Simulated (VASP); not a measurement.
# PbS (Cmcm) in VASP: notebook

PbS is run at these levels: PBEsol; tasks: single point.

Program: VASP 6.6.1. These are calculated values, not measurements. Logs are shortened: lines on timing, memory, paths and dates and some standing lists are left out, and cuts for length are marked.

**1. The cell of the first run**

It takes space group Cmcm (No. 63, orthorhombic). The conventional cell has a = 4.160 Å, b = 11.983 Å, c = 4.279 Å, α = 90.00°, β = 90.00°, γ = 90.00°. Within 3.5 Å of Pb (site symmetry m2m) lie 5 S at 2.69 to 2.99 Å. S (site symmetry m2m) has 5 Pb at 2.69 to 2.99 Å within 3.5 Å.

**2. Single point, PBEsol**

Contents of INCAR:

```
PREC = Accurate
ENCUT = 500
EDIFF = 1E-6
ISMEAR = 0
SIGMA = 0.01
LREAL = F
LASPH = T
NELM = 120
ALGO = Normal
ISIF = 2
LWAVE = F
LCHARG = F
GGA = PS
NBANDS = 28
GGA_COMPAT = F
```

Contents of KPOINTS:

```
regular mesh
0
Gamma
  4 4 4
```

Contents of POSCAR:

```
PbS
1.0
    2.0799525000     -5.9912970000      0.0000000000
    2.0799525000      5.9912970000      0.0000000000
    0.0000000000      0.0000000000      4.2793210000
Pb S
2 2
Direct
    0.8694370000      0.1305630000      0.7500000000
    0.1305630000      0.8694370000      0.2500000000
    0.6452030000      0.3547970000      0.7500000000
    0.3547970000      0.6452030000      0.2500000000
```

Potentials or basis: VASP PAW PBE potentials, release 64 (Pb_d, S).

The run is started by

```console
$ cat potpaw_PBE.64/Pb_d/POTCAR potpaw_PBE.64/S/POTCAR > POTCAR
$ mpirun -np 1 vasp_std > vasp.out
```

OUTCAR:

```text
PREC = Accurate
   ENCUT = 500
   EDIFF = 1E-6
   ISMEAR = 0
   LREAL = F
   LASPH = T
   NELM = 120
   ISIF = 2
   GGA = PS

 ion  position               nearest neighbor table
   1  0.869  0.131  0.750-   3 2.69   4 2.99   4 2.99   4 2.99   4 2.99   2 3.79   2 3.79   2 4.13
                             2 4.13   2 4.13   2 4.13
   2  0.131  0.869  0.250-   4 2.69   3 2.99   3 2.99   3 2.99   3 2.99   1 3.79   1 3.79   1 4.13
                             1 4.13   1 4.13   1 4.13
   3  0.645  0.355  0.750-   1 2.69   2 2.99   2 2.99   2 2.99   2 2.99
   4  0.355  0.645  0.250-   2 2.69   1 2.99   1 2.99   1 2.99   1 2.99

  LATTYP: Found a base centered orthorhombic cell.
 ALAT       =     4.1599050000
 B/A-ratio  =     2.8804970306
 C/A-ratio  =     1.0287064248

  Lattice vectors:

 A1 = (   2.0799525000,  -5.9912970000,   0.0000000000)
 A2 = (   2.0799525000,   5.9912970000,   0.0000000000)
 A3 = (   0.0000000000,   0.0000000000,   4.2793210000)

Analysis of symmetry for initial positions (statically):
=====================================================================
 Subroutine PRICEL returns:
 Original cell was already a primitive cell.

 Routine SETGRP: Setting up the symmetry group for a
 base centered orthorhombic supercell.

 Subroutine GETGRP returns: Found  8 space group operations
 (whereof  4 operations were pure point group operations)
 out of a pool of  8 trial point group operations.

The static configuration has the point symmetry C_2h.
 The point group associated with its full space group is D_2h.

Analysis of symmetry for dynamics (positions and initial velocities):
=====================================================================
 Subroutine PRICEL returns:
 Original cell was already a primitive cell.

 Routine SETGRP: Setting up the symmetry group for a
 base centered orthorhombic supercell.

 Subroutine GETGRP returns: Found  8 space group operations
 (whereof  4 operations were pure point group operations)
 out of a pool of  8 trial point group operations.

The dynamic configuration has the point symmetry C_2h.
 The point group associated with its full space group is D_2h.

 Subroutine INISYM returns: Found  8 space group operations
 (whereof  4 operations are pure point group operations),
 and found     1 'primitive' translations

----------------------------------------------------------------------------------------

                                     Primitive cell

  volume of cell :     106.6545

  direct lattice vectors                    reciprocal lattice vectors
     2.079952500 -5.991297000  0.000000000     0.240390105 -0.083454384  0.000000000
     2.079952500  5.991297000  0.000000000     0.240390105  0.083454384  0.000000000
     0.000000000  0.000000000  4.279321000     0.000000000  0.000000000  0.233681932

  length of vectors
     6.342069232  6.342069232  4.279321000     0.254464215  0.254464215  0.233681932

  position of ions in fractional coordinates (direct lattice)
     0.869437000  0.130563000  0.750000000
     0.130563000  0.869437000  0.250000000
     0.645203000  0.354797000  0.750000000
     0.354797000  0.645203000  0.250000000

  ion indices of the primitive-cell ions
   primitive index   ion index
                 1           1
                 2           2
                 3           3
                 4           4

----------------------------------------------------------------------------------------

 KPOINTS: regular mesh

Automatic generation of k-mesh.
 Grid dimensions read from file:
 generate k-points for:    4    4    4

 Generating k-lattice:

  Cartesian coordinates                     Fractional coordinates (reciprocal lattice)
     0.060097526 -0.020863596  0.000000000     0.250000000  0.000000000  0.000000000
     0.060097526  0.020863596  0.000000000     0.000000000  0.250000000  0.000000000
     0.000000000  0.000000000  0.058420483     0.000000000  0.000000000  0.250000000

  Length of vectors
     0.063616054  0.063616054  0.058420483

  Shift w.r.t. Gamma in fractional coordinates (k-lattice)
     0.000000000  0.000000000  0.000000000

 Subroutine IBZKPT returns following result:
 ===========================================

 Found     21 irreducible k-points:

 Following reciprocal coordinates:
            Coordinates               Weight
  0.000000  0.000000  0.000000      1.000000
  0.250000  0.000000  0.000000      4.000000
  0.500000  0.000000  0.000000      2.000000
  0.250000  0.250000  0.000000      2.000000
  0.500000  0.250000  0.000000      4.000000
 -0.250000  0.250000  0.000000      2.000000
[... 13 lines left out ...]
 -0.250000  0.250000  0.500000      2.000000
  0.500000  0.500000  0.500000      1.000000
   k-points           NKPTS =     21   k-points in BZ     NKDIM =     21   number of bands    NBANDS=     28
   number of dos      NEDOS =    301   number of ions     NIONS =      4
   total plane-waves  NPLWV =  73728
   dimension x,y,z NGX =    48 NGY =   48 NGZ =   32
   dimension x,y,z NGXF=    96 NGYF=   96 NGZF=   64
   ions per type =               2   2
   NGX,Y,Z   is equivalent  to a cutoff of  12.58, 12.58, 12.43 a.u.
   NGXF,Y,Z  is equivalent  to a cutoff of  25.16, 25.16, 24.86 a.u.
 SYSTEM =  unknown system
   PREC   = accura    normal or accurate (medium, high low for compatibility)
   ISTART =      0    job   : 0-new  1-cont  2-samecut
   ICHARG =      2    charge: 1-file 2-atom 10-const
   ISPIN  =      1    spin polarized calculation?
   LNONCOLLINEAR =      F non collinear calculations
   LSORBIT =      F    spin-orbit coupling
   LASPH  =      T    aspherical Exc in radial PAW
   ENCUT  =  500.0 eV  36.75 Ry    6.06 a.u.  11.56 11.56  7.80*2*pi/ulx,y,z
   NELM   =    120;   NELMIN=  2; NELMDL= -5     # of ELM steps
   EDIFF  = 0.1E-05   stopping-criterion for ELM
   LREAL  =      F    real-space projection
   EDIFFG = 0.1E-04   stopping-criterion for IOM
   NSW    =      0    number of steps for IOM
   IBRION =     -1    ionic relax: 0-MD 1-quasi-New 2-CG
   NFREE  =      0    steps in history (QN), initial steepest desc. (CG)
   ISIF   =      2    stress and relaxation
   ISYM   =      2    0-nonsym 1-usesym 2-fastsym
   POTIM  = 0.5000    time-step for ionic-motion
   TEBEG  =    0.0;   TEEND  =   0.0 temperature during run
   PSTRESS=    0.0 pullay stress
   NELECT =      40.0000    total number of electrons
   NUPDOWN=      -1.0000    fix difference up-down
   EMIN   =  10.00;   EMAX   =-10.00  energy-range for DOS
   EFERMI =   0.00;   METHOD = LEGACY
   ISMEAR =     0;   SIGMA  =   0.01  broadening in eV -4-tet -1-fermi 0-gaus
   EFERMI_NEDOS =   21; number of points for ismear=-14 and -15
   IALGO  =     38    algorithm
   IMIX   =      4    mixing-type and parameters
     AMIX     =   0.40;   BMIX     =  1.00
     AMIX_MAG =   1.60;   BMIX_MAG =  1.00
  volume/ion in A,a.u.               =      26.66       179.93
  Fermi-wavevector in a.u.,A,eV,Ry     =   1.180597  2.231005 18.963936  1.393810
  Thomas-Fermi vector in A             =   2.316887
   LORBIT       =      0    0 simple, 1 ext, 2 COOP (PROOUT), +10 PAW based schemes
   GGA     = PS    functional components
   LHFCALC =     F    Hartree Fock is set to
   AEXX    =    0.0000 exact exchange contribution
   IVDW    =     0    specifies the selected vdW correction
   LEPSILON=     F    determine dielectric tensor
   LRPA    =     F    only Hartree local field effects (RPA)
 non-spin polarized calculation
 Gauss-broadening in eV      SIGMA  =   0.01
  energy-cutoff  :      500.00
  volume of cell :      106.65
 maximum number of plane-waves:      2734
 NGX is ok and might be reduce to    48
   NGX = 23   NGY = 23   NGZ = 15

 number of electron      40.0000007 magnetization

 Free energy of the ion-electron system (eV)
  ---------------------------------------------------
  ext. energy  EPLUGINS =         0.00000000
  ---------------------------------------------------
  free energy    TOTEN  =       -18.76107638 eV

  energy without entropy =      -18.76107638  energy(sigma->0) =      -18.76107638

 E-fermi :   4.7860     XC(G=0):  -9.7828

 val. band max:        4.6745759003   @ k =   0.0000   0.0000   0.5000
 cond. band min:       5.8903095957   @ k =   0.5000   0.5000   0.0000
 fundamental gap:      1.2157336954
 Fermi energy:         4.7860309678

 k-point     1 :       0.0000    0.0000    0.0000
  band No.  band energies     occupation
      1     -11.5249      2.00000
      2     -11.4226      2.00000
      3     -11.4134      2.00000
      4     -11.4110      2.00000
      5     -11.3765      2.00000
      6     -11.3728      2.00000
[... 20 lines left out ...]
     27      10.8474      0.00000
     28      11.6754      0.00000

 k-point     2 :       0.2500    0.0000    0.0000
  band No.  band energies     occupation
      1     -11.4909      2.00000
      2     -11.4105      2.00000
      3     -11.4087      2.00000
      4     -11.3903      2.00000
      5     -11.3870      2.00000
      6     -11.3812      2.00000
[... 20 lines left out ...]
     27      11.6880      0.00000
     28      12.5950      0.00000

 k-point     3 :       0.5000    0.0000    0.0000
  band No.  band energies     occupation
      1     -11.4385      2.00000
      2     -11.4286      2.00000
      3     -11.4117      2.00000
      4     -11.4090      2.00000
      5     -11.3838      2.00000
      6     -11.3769      2.00000
[... 20 lines left out ...]
     27      12.6225      0.00000
     28      13.8707      0.00000

 k-point     4 :       0.2500    0.2500    0.0000
  band No.  band energies     occupation
      1     -11.4388      2.00000
      2     -11.4285      2.00000
      3     -11.4186      2.00000
      4     -11.3984      2.00000
      5     -11.3837      2.00000
      6     -11.3736      2.00000
[... 485 lines left out ...]
     27      11.6291      0.00000
     28      11.6291      0.00000

 k-point    20 :      -0.2500    0.2500    0.5000
  band No.  band energies     occupation
      1     -11.4495      2.00000
      2     -11.4495      2.00000
      3     -11.4014      2.00000
      4     -11.4014      2.00000
      5     -11.3766      2.00000
      6     -11.3766      2.00000
[... 20 lines left out ...]
     27      14.0641      0.00000
     28      14.0641      0.00000

 k-point    21 :       0.5000    0.5000    0.5000
  band No.  band energies     occupation
      1     -11.4543      2.00000
      2     -11.4543      2.00000
      3     -11.3945      2.00000
      4     -11.3945      2.00000
      5     -11.3772      2.00000
      6     -11.3772      2.00000
[... 20 lines left out ...]
     27      13.2791      0.00000
     28      13.2791      0.00000

------------------------ aborting loop because EDIFF is reached ----------------------------------------

  FORCE on cell =-STRESS in cart. coord.  units (eV):
  Direction    XX          YY          ZZ          XY          YZ          ZX
  --------------------------------------------------------------------------------------
  -------------------------------------------------------------------------------------
  Total       -1.3710599     -1.1687916     -1.4993727      0.0000000      0.0000000      0.0000000
  in kB      -20.5962379    -17.5577362    -22.5237682      0.0000000      0.0000000      0.0000000
  external PRESSURE =     -20.2259141 kB  Pullay stress =       0.0000000 kB

 VOLUME and BASIS-vectors are now :
 -----------------------------------------------------------------------------
  energy-cutoff  :      500.00
  volume of cell :      106.65
      direct lattice vectors                 reciprocal lattice vectors
     2.079952500 -5.991297000  0.000000000     0.240390105 -0.083454384  0.000000000
     2.079952500  5.991297000  0.000000000     0.240390105  0.083454384  0.000000000
     0.000000000  0.000000000  4.279321000     0.000000000  0.000000000  0.233681932

 POSITION                                       TOTAL-FORCE (eV/Angst)
 -----------------------------------------------------------------------------------
      2.07995     -4.42681      3.20949         0.000000      0.040812      0.000000
      2.07995      4.42681      1.06983         0.000000     -0.040812      0.000000
      2.07995     -1.73991      3.20949         0.000000     -0.019842      0.000000
      2.07995      1.73991      1.06983         0.000000      0.019842      0.000000
 -----------------------------------------------------------------------------------
    total drift:                               -0.000000     -0.000000      0.000000

  FREE ENERGIE OF THE ION-ELECTRON SYSTEM (eV)
  ---------------------------------------------------
  free  energy   TOTEN  =       -18.7610763836 eV

  energy  without entropy=      -18.7610763836  energy(sigma->0) =      -18.76107638
```

Wall time 58 s (1 thread of Intel Xeon Platinum 8375C at 2.90GHz (Ice Lake), shared host); peak memory 0.27 GiB.

Results:

```
Free energy            : -18.7611 eV
Pressure               : -2.0 GPa
Largest force          : 0.041 eV/Å
Band gap on the k mesh : 1.22 eV (least direct gap 1.57 eV)
```

Forces in eV/Å, atoms in the order of the input:
```
Pb   0.000  0.041  0.000
Pb   0.000 -0.041  0.000
S    0.000 -0.020  0.000
S    0.000  0.020  0.000
```

Caveat: the PAW data sets were made with another functional, which shifts forces and pressure a little; spin-orbit coupling is left out, which moves the levels of the heavy elements. A k mesh can miss the band edges.

(Continued in part 2 of 2.)
